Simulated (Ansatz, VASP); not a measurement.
# C in VASP and in Ansatz

File INCAR:

```
SYSTEM = C
PREC = Accurate
ENCUT = 520
EDIFF = 1E-7
ISMEAR = 0
SIGMA = 0.05
LREAL = .FALSE.
LASPH = .TRUE.
NELM = 60
ALGO = Normal
ISIF = 2
LWAVE = .FALSE.
LCHARG = .FALSE.
GGA = PE
NBANDS = 36
```

File KPOINTS:

```
Automatic mesh
0
G
  10 10 2
  0 0 0
```

POSCAR

```
C
1.0
    1.7834000000     -1.7834000000      0.0000000000
    1.7834000000      0.0000000000     -1.7834000000
    9.2141144400      6.0933427800      6.0933427800
C
12
Direct
    0.5086701400      0.5086701400      0.2708666667
   -0.0607798600     -0.0607798600      0.1042000000
    0.0781201400      0.0781201400      0.4375333333
    0.2170201400      0.2170201400      0.7708666667
    0.6475701400      0.6475701400      0.6042000000
   -0.2135298600     -0.2135298600      0.9375333333
    0.4357576400      0.4357576400      0.3958666667
    0.8663076400      0.8663076400      0.2292000000
    0.0052076400      0.0052076400      0.5625333333
    0.1441076400      0.1441076400      0.8958666667
   -0.4253423600     -0.4253423600      0.7292000000
    0.2968576400      0.2968576400      0.0625333333
```

Input for Ansatz:

```yaml
crystal:
  lattice:
    - [1.7834, -1.7834, 0.0]
    - [1.7834, 0.0, -1.7834]
    - [9.21411444, 6.09334278, 6.09334278]
  atoms:
    - { symbol: C, position: [0.50867014, 0.50867014, 0.2708666667] }
    - { symbol: C, position: [-0.06077986, -0.06077986, 0.1042] }
    - { symbol: C, position: [0.07812014, 0.07812014, 0.4375333333] }
    - { symbol: C, position: [0.21702014, 0.21702014, 0.7708666667] }
    - { symbol: C, position: [0.64757014, 0.64757014, 0.6042] }
    - { symbol: C, position: [-0.21352986, -0.21352986, 0.9375333333] }
    - { symbol: C, position: [0.43575764, 0.43575764, 0.3958666667] }
    - { symbol: C, position: [0.86630764, 0.86630764, 0.2292] }
    - { symbol: C, position: [0.00520764, 0.00520764, 0.5625333333] }
    - { symbol: C, position: [0.14410764, 0.14410764, 0.8958666667] }
    - { symbol: C, position: [-0.42534236, -0.42534236, 0.7292] }
    - { symbol: C, position: [0.29685764, 0.29685764, 0.0625333333] }
basis:
  ecutwfc: 420
kpoints:
  mp_grid: { grid: [10, 10, 2] }
hamiltonian:
  xc: pbe
scf:
  occupations: { method: gaussian, width: 0.05 }
output:
  forces: true
  stress: true
  eigenvalues: true
  write_density: true
  write_potential: true
  elf: true
  volumetric_format: npy
```

Alike in both runs: task single point; functional PBE; k mesh 10 × 10 × 2; occupations gaussian, width 0.05 eV; no spin polarisation.

|  | VASP | Ansatz |
| --- | --- | --- |
| version | VASP 6.6.1 | Ansatz 0.2.0 |
| potentials or method | VASP PAW PBE potentials, release 64 (C), cutoff 520 eV | scalar-relativistic, plane waves, PAW |
| valence electrons in the cell | 48 | 48 |

```csv
,VASP,Ansatz,Ansatz less VASP
gap on the k mesh at the Fermi level (eV),none,none,-
pressure (GPa),3.4,2.7,-0.66
"traceless stress, the component that is largest in VASP (GPa)",8.32,8.34,+0.027
rms of the force components (eV/Å),0.766,0.772,+0.0055
```

Atom by atom the forces differ by 0.006 eV/Å (rms over components). A gap of «none» marks a metal or a gap that the smearing closes.
